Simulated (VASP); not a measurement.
# NaF (Pm-3m) in VASP: notebook

Runs on NaF. Level: PBE. Tasks: single point.

Everything below comes from runs of VASP 6.6.1. Logs are shortened: lines on timing, memory, paths and dates and some standing lists are left out, and cuts for length are marked.

**1. The cell of the first run**

It takes space group Pm-3m (No. 221, cubic). The conventional cell has a = 2.793 Å, b = 2.793 Å, c = 2.793 Å, α = 90.00°, β = 90.00°, γ = 90.00°. Na (site symmetry m-3m) has 8 F at 2.42 Å and 6 Na at 2.79 Å within 3.2 Å. F (site symmetry m-3m) has 8 Na at 2.42 Å and 6 F at 2.79 Å within 3.2 Å.

**2. Single point, PBE**

The input, INCAR:

```
PREC = Accurate ; ENCUT = 520
EDIFF = 1E-6 ; ISMEAR = 0
SIGMA = 0.01 ; LREAL = False
LASPH = True ; NELM = 100
ALGO = Normal ; ISIF = 2
LWAVE = False ; LCHARG = True
GGA = PE ; LELF = True
LVHAR = True ; NBANDS = 14
```

The input, KPOINTS:

```
Automatic mesh
0
Gamma
  6 6 6
```

The input, POSCAR:

```
NaF
1.0
    2.7934851974      0.0000000000      0.0000000000
    0.0000000000      2.7934851974      0.0000000000
    0.0000000000      0.0000000000      2.7934851974
Na F
1 1
Direct
    0.0000000000      0.0000000000      0.0000000000
    0.5000000000      0.5000000000      0.5000000000
```

Potentials or basis: VASP PAW PBE potentials, release 64 (Na_pv, F).

Started as:

```console
$ cat potpaw_PBE.64/Na_pv/POTCAR potpaw_PBE.64/F/POTCAR > POTCAR
$ mpirun -np 1 vasp_std > vasp.out
```

OUTCAR:

```text
PREC = Accurate
   ENCUT = 520
   EDIFF = 1E-6
   ISMEAR = 0
   LREAL = False
   LASPH = True
   NELM = 100
   ISIF = 2
   GGA = PE

 ion  position               nearest neighbor table
   1  0.000  0.000  0.000-
   2  0.500  0.500  0.500-

  LATTYP: Found a simple cubic cell.
 ALAT       =     2.7934851974

  Lattice vectors:

 A1 = (   2.7934851974,   0.0000000000,   0.0000000000)
 A2 = (   0.0000000000,   2.7934851974,   0.0000000000)
 A3 = (   0.0000000000,   0.0000000000,   2.7934851974)

Analysis of symmetry for initial positions (statically):
=====================================================================
 Subroutine PRICEL returns:
 Original cell was already a primitive cell.

 Routine SETGRP: Setting up the symmetry group for a
 simple cubic supercell.

 Subroutine GETGRP returns: Found 48 space group operations
 (whereof 48 operations were pure point group operations)
 out of a pool of 48 trial point group operations.

The static configuration has the point symmetry O_h .

Analysis of symmetry for dynamics (positions and initial velocities):
=====================================================================
 Subroutine PRICEL returns:
 Original cell was already a primitive cell.

 Routine SETGRP: Setting up the symmetry group for a
 simple cubic supercell.

 Subroutine GETGRP returns: Found 48 space group operations
 (whereof 48 operations were pure point group operations)
 out of a pool of 48 trial point group operations.

The dynamic configuration has the point symmetry O_h .

 Subroutine INISYM returns: Found 48 space group operations
 (whereof 48 operations are pure point group operations),
 and found     1 'primitive' translations

----------------------------------------------------------------------------------------

                                     Primitive cell

  volume of cell :      21.7991

  direct lattice vectors                    reciprocal lattice vectors
     2.793485197  0.000000000  0.000000000     0.357975765  0.000000000  0.000000000
     0.000000000  2.793485197  0.000000000     0.000000000  0.357975765  0.000000000
     0.000000000  0.000000000  2.793485197     0.000000000  0.000000000  0.357975765

  length of vectors
     2.793485197  2.793485197  2.793485197     0.357975765  0.357975765  0.357975765

  position of ions in fractional coordinates (direct lattice)
     0.000000000  0.000000000  0.000000000
     0.500000000  0.500000000  0.500000000

  ion indices of the primitive-cell ions
   primitive index   ion index
                 1           1
                 2           2

----------------------------------------------------------------------------------------

 KPOINTS: Automatic mesh

Automatic generation of k-mesh.
 Grid dimensions read from file:
 generate k-points for:    6    6    6

 Generating k-lattice:

  Cartesian coordinates                     Fractional coordinates (reciprocal lattice)
     0.059662627  0.000000000  0.000000000     0.166666667  0.000000000  0.000000000
     0.000000000  0.059662627  0.000000000     0.000000000  0.166666667  0.000000000
     0.000000000  0.000000000  0.059662627     0.000000000  0.000000000  0.166666667

  Length of vectors
     0.059662627  0.059662627  0.059662627

  Shift w.r.t. Gamma in fractional coordinates (k-lattice)
     0.000000000  0.000000000  0.000000000

 Subroutine IBZKPT returns following result:
 ===========================================

 Found     20 irreducible k-points:

 Following reciprocal coordinates:
            Coordinates               Weight
  0.000000  0.000000  0.000000      1.000000
  0.166667  0.000000  0.000000      6.000000
  0.333333  0.000000  0.000000      6.000000
  0.500000  0.000000  0.000000      3.000000
  0.166667  0.166667  0.000000     12.000000
  0.333333  0.166667  0.000000     24.000000
[... 12 lines left out ...]
  0.500000  0.500000  0.333333      6.000000
  0.500000  0.500000  0.500000      1.000000
   k-points           NKPTS =     20   k-points in BZ     NKDIM =     20   number of bands    NBANDS=     14
   number of dos      NEDOS =    301   number of ions     NIONS =      2
   total plane-waves  NPLWV =  13824
   dimension x,y,z NGX =    24 NGY =   24 NGZ =   24
   dimension x,y,z NGXF=    48 NGYF=   48 NGZF=   48
   ions per type =               1   1
   NGX,Y,Z   is equivalent  to a cutoff of  14.28, 14.28, 14.28 a.u.
   NGXF,Y,Z  is equivalent  to a cutoff of  28.57, 28.57, 28.57 a.u.
 SYSTEM =  unknown system
   PREC   = accura    normal or accurate (medium, high low for compatibility)
   ISTART =      0    job   : 0-new  1-cont  2-samecut
   ICHARG =      2    charge: 1-file 2-atom 10-const
   ISPIN  =      1    spin polarized calculation?
   LNONCOLLINEAR =      F non collinear calculations
   LSORBIT =      F    spin-orbit coupling
   LASPH  =      T    aspherical Exc in radial PAW
   ENCUT  =  520.0 eV  38.22 Ry    6.18 a.u.   5.19  5.19  5.19*2*pi/ulx,y,z
   NELM   =    100;   NELMIN=  2; NELMDL= -5     # of ELM steps
   EDIFF  = 0.1E-05   stopping-criterion for ELM
   LREAL  =      F    real-space projection
   EDIFFG = 0.1E-04   stopping-criterion for IOM
   NSW    =      0    number of steps for IOM
   IBRION =     -1    ionic relax: 0-MD 1-quasi-New 2-CG
   NFREE  =      0    steps in history (QN), initial steepest desc. (CG)
   ISIF   =      2    stress and relaxation
   ISYM   =      2    0-nonsym 1-usesym 2-fastsym
   POTIM  = 0.5000    time-step for ionic-motion
   TEBEG  =    0.0;   TEEND  =   0.0 temperature during run
   PSTRESS=    0.0 pullay stress
   NELECT =      14.0000    total number of electrons
   NUPDOWN=      -1.0000    fix difference up-down
   EMIN   =  10.00;   EMAX   =-10.00  energy-range for DOS
   EFERMI =   0.00;   METHOD = LEGACY
   ISMEAR =     0;   SIGMA  =   0.01  broadening in eV -4-tet -1-fermi 0-gaus
   EFERMI_NEDOS =   21; number of points for ismear=-14 and -15
   IALGO  =     38    algorithm
   IMIX   =      4    mixing-type and parameters
     AMIX     =   0.40;   BMIX     =  1.00
     AMIX_MAG =   1.60;   BMIX_MAG =  1.00
  volume/ion in A,a.u.               =      10.90        73.55
  Fermi-wavevector in a.u.,A,eV,Ry     =   1.412444  2.669132 27.143584  1.994997
  Thomas-Fermi vector in A             =   2.534192
   LORBIT       =      0    0 simple, 1 ext, 2 COOP (PROOUT), +10 PAW based schemes
   GGA     = PE    functional components
   LHFCALC =     F    Hartree Fock is set to
   AEXX    =    0.0000 exact exchange contribution
   IVDW    =     0    specifies the selected vdW correction
   LEPSILON=     F    determine dielectric tensor
   LRPA    =     F    only Hartree local field effects (RPA)
 non-spin polarized calculation
 Gauss-broadening in eV      SIGMA  =   0.01
  energy-cutoff  :      520.00
  volume of cell :       21.80
 maximum number of plane-waves:       624
 NGX is ok and might be reduce to    24
   NGX = 11   NGY = 11   NGZ = 11

 number of electron      14.0000006 magnetization

 Free energy of the ion-electron system (eV)
  ---------------------------------------------------
  ext. energy  EPLUGINS =         0.00000000
  ---------------------------------------------------
  free energy    TOTEN  =        -8.23025118 eV

  energy without entropy =       -8.23025118  energy(sigma->0) =       -8.23025118

 E-fermi :  -0.4751     XC(G=0):  -9.9292

 val. band max:       -0.6121438483   @ k =   0.5000   0.5000   0.0000
 cond. band min:       5.4991430575   @ k =   0.0000   0.0000   0.0000
 fundamental gap:      6.1112869058
 Fermi energy:        -0.4751329703

 k-point     1 :       0.0000    0.0000    0.0000
  band No.  band energies     occupation
      1     -20.6505      2.00000
      2     -20.6505      2.00000
      3     -20.6505      2.00000
      4     -20.5072      2.00000
      5      -0.9506      2.00000
      6      -0.9506      2.00000
      7      -0.9506      2.00000
      8       5.4991      0.00000
      9      15.1638      0.00000
     10      15.1638      0.00000
     11      23.4084      0.00000
     12      23.4084      0.00000
     13      23.4084      0.00000
     14      30.6845      0.00000

 k-point     2 :       0.1667    0.0000    0.0000
  band No.  band energies     occupation
      1     -20.9957      2.00000
      2     -20.6429      2.00000
      3     -20.6429      2.00000
      4     -20.1422      2.00000
      5      -1.6507      2.00000
      6      -0.9193      2.00000
      7      -0.9193      2.00000
      8       6.3891      0.00000
      9      14.7183      0.00000
     10      15.6914      0.00000
     11      23.3145      0.00000
     12      23.3145      0.00000
     13      24.2519      0.00000
     14      28.4934      0.00000

 k-point     3 :       0.3333    0.0000    0.0000
  band No.  band energies     occupation
      1     -21.2996      2.00000
      2     -20.6276      2.00000
      3     -20.6276      2.00000
      4     -19.7925      2.00000
      5      -2.7857      2.00000
      6      -0.8559      2.00000
      7      -0.8559      2.00000
      8       8.3425      0.00000
      9      13.1426      0.00000
     10      17.2623      0.00000
     11      23.1029      0.00000
     12      23.1029      0.00000
     13      23.7618      0.00000
     14      26.3329      0.00000
[... 256 lines left out ...]
 k-point    19 :       0.5000    0.5000    0.3333
  band No.  band energies     occupation
      1     -20.8516      2.00000
      2     -20.8516      2.00000
      3     -20.7779      2.00000
      4     -19.7856      2.00000
      5      -2.3336      2.00000
      6      -2.3336      2.00000
      7      -1.8942      2.00000
      8      13.0660      0.00000
      9      14.0840      0.00000
     10      14.0840      0.00000
     11      17.8167      0.00000
     12      19.4370      0.00000
     13      19.4370      0.00000
     14      24.1273      0.00000

 k-point    20 :       0.5000    0.5000    0.5000
  band No.  band energies     occupation
      1     -20.8377      2.00000
      2     -20.8377      2.00000
      3     -20.8377      2.00000
      4     -19.7243      2.00000
      5      -2.2748      2.00000
      6      -2.2748      2.00000
      7      -2.2748      2.00000
      8      13.8213      0.00000
      9      13.8213      0.00000
     10      13.8213      0.00000
     11      18.8363      0.00000
     12      18.8363      0.00000
     13      18.8363      0.00000
     14      22.7289      0.00000

------------------------ aborting loop because EDIFF is reached ----------------------------------------

  FORCE on cell =-STRESS in cart. coord.  units (eV):
  Direction    XX          YY          ZZ          XY          YZ          ZX
  --------------------------------------------------------------------------------------
  -------------------------------------------------------------------------------------
  Total        0.5732842      0.5732842      0.5732842     -0.0000000      0.0000000      0.0000000
  in kB       42.1348467     42.1348467     42.1348467     -0.0000000      0.0000000      0.0000000
  external PRESSURE =      42.1348467 kB  Pullay stress =       0.0000000 kB

 VOLUME and BASIS-vectors are now :
 -----------------------------------------------------------------------------
  energy-cutoff  :      520.00
  volume of cell :       21.80
      direct lattice vectors                 reciprocal lattice vectors
     2.793485197  0.000000000  0.000000000     0.357975765  0.000000000  0.000000000
     0.000000000  2.793485197  0.000000000     0.000000000  0.357975765  0.000000000
     0.000000000  0.000000000  2.793485197     0.000000000  0.000000000  0.357975765

 POSITION                                       TOTAL-FORCE (eV/Angst)
 -----------------------------------------------------------------------------------
      0.00000      0.00000      0.00000         0.000000      0.000000      0.000000
      1.39674      1.39674      1.39674         0.000000      0.000000      0.000000
 -----------------------------------------------------------------------------------
    total drift:                                0.000000      0.000000     -0.000000

  FREE ENERGIE OF THE ION-ELECTRON SYSTEM (eV)
  ---------------------------------------------------
  free  energy   TOTEN  =        -8.2302511760 eV

  energy  without entropy=       -8.2302511760  energy(sigma->0) =       -8.23025118
```

It took 10 s on 1 thread of AMD EPYC 7R43 (Zen 3), shared host; peak memory 0.1 GiB.

What came out:

* Free energy: -8.2303 eV
* Pressure: 4.2 GPa
* Band gap on the k mesh: 6.11 eV, indirect (least direct gap 6.45 eV)

Levels at points of the mesh, in eV from the valence-band top:
```csv
k point,band 4,band 5,band 6,band 7,band 8,band 9,band 10,band 11
"(0.00, 0.00, 0.00)",-19.90,-0.34,-0.34,-0.34,6.11,15.78,15.78,24.02
"(0.50, 0.00, 0.00)",-19.04,-2.66,-0.21,-0.21,10.87,11.89,19.98,21.21
"(0.50, 0.50, 0.00)",-19.35,-1.89,-1.89,0.00,11.99,15.30,15.30,15.64
"(0.50, 0.50, 0.50)",-19.11,-1.66,-1.66,-1.66,14.43,14.43,14.43,19.45
```

**3. Single point, PBE (volume changed by -5%)**

The input, INCAR:

```
ALGO     = Normal         # electronic algorithm
EDIFF    = 1E-6           # SCF threshold, eV
ENCUT    = 520            # plane-wave cutoff, eV
GGA      = PE             # functional
ISIF     = 2              # what is computed and relaxed
ISMEAR   = 0              # smearing method
LASPH    = T              # aspherical terms in the spheres
LCHARG   = F              # write CHGCAR
LREAL    = F              # projectors in reciprocal space
LWAVE    = F              # write WAVECAR
NBANDS   = 14             # bands
NELM     = 80             # most SCF steps
PREC     = Accurate       # precision mode
SIGMA    = 0.01           # smearing width, eV
```

The input, KPOINTS:

```
k-points
0
Gamma
  6 6 6
```

The input, POSCAR:

```
NaF
1.0
    2.7461288420      0.0000000000      0.0000000000
    0.0000000000      2.7461288420      0.0000000000
    0.0000000000      0.0000000000      2.7461288420
Na F
1 1
Direct
    0.0000000000      0.0000000000      0.0000000000
    0.5000000000      0.5000000000      0.5000000000
```

Potentials or basis: VASP PAW PBE potentials, release 64 (Na_pv, F).

Started as:

```console
$ cat potpaw_PBE.64/Na_pv/POTCAR potpaw_PBE.64/F/POTCAR > POTCAR
$ mpirun -np 1 vasp_std > vasp.out
```

Wall time 7.2 s (1 thread of AMD EPYC 7R43 (Zen 3), shared host); peak memory 0.08 GiB.

It converged, with:

```yaml
Free_energy: -8.1866 eV
Pressure: 8.1 GPa
Band_gap_on_the_k_mesh: 6.46 eV, indirect (least direct gap 6.82 eV)
```

Levels at points of the mesh, in eV from the valence-band top:
```tsv
k point	band 5	band 6	band 7	band 8	band 9	band 10
(0.00, 0.00, 0.00)	-0.36	-0.36	-0.36	6.46	16.01	16.01
(0.50, 0.00, 0.00)	-2.84	-0.23	-0.23	11.30	12.39	20.39
(0.50, 0.50, 0.00)	-2.01	-2.01	0.00	12.31	15.86	15.86
(0.50, 0.50, 0.50)	-1.80	-1.80	-1.80	14.83	14.83	14.83
```

(Continued in part 2 of 2.)
